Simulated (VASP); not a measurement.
A run of VASP 6.6.1 is set up as follows.

INCAR

```
PREC = Accurate
ENCUT = 520
EDIFF = 1E-7
ISMEAR = 0
SIGMA = 0.05
LREAL = False
LASPH = True
NELM = 80
ALGO = Normal
ISIF = 2
LWAVE = False
LCHARG = False
GGA = PE
IVDW = 12
NBANDS = 16
```

File KPOINTS:

```
regular mesh
0
Gamma
  12 12 8
```

The input POSCAR:

```
Se
1.0
    4.2872307579      0.0000000000      0.0000000000
   -2.1436153789      3.7128507482      0.0000000000
    0.0000000000      0.0000000000      4.9864780945
Se
3
Direct
    0.2473450684      0.0000000000      0.3333333333
    0.0000000000      0.2473450684      0.6666666667
    0.7526549316      0.7526549316      0.0000000000
```

Potentials or basis: VASP PAW PBE potentials, release 64 (Se).

Launch:

```sh
$ cat potpaw_PBE.64/Se/POTCAR > POTCAR
$ mpirun -np 1 vasp_std > vasp.out
```

Task: Predict the largest force.

Result: 0.502 eV/Å.

Task: Predict the band gap on the k mesh.

Result: 0.64 eV, indirect (least direct gap 1.05 eV).

Task: Predict the dispersion energy per atom.

Result: -0.327 eV.

Task: Estimate the pressure.

Result: -2.9 GPa.

Forces on the atoms (eV/Å):
```
Se  -0.502  0.000  0.000
Se   0.251 -0.435  0.000
Se   0.251  0.435  0.000
```

 A k mesh can miss the band edges.
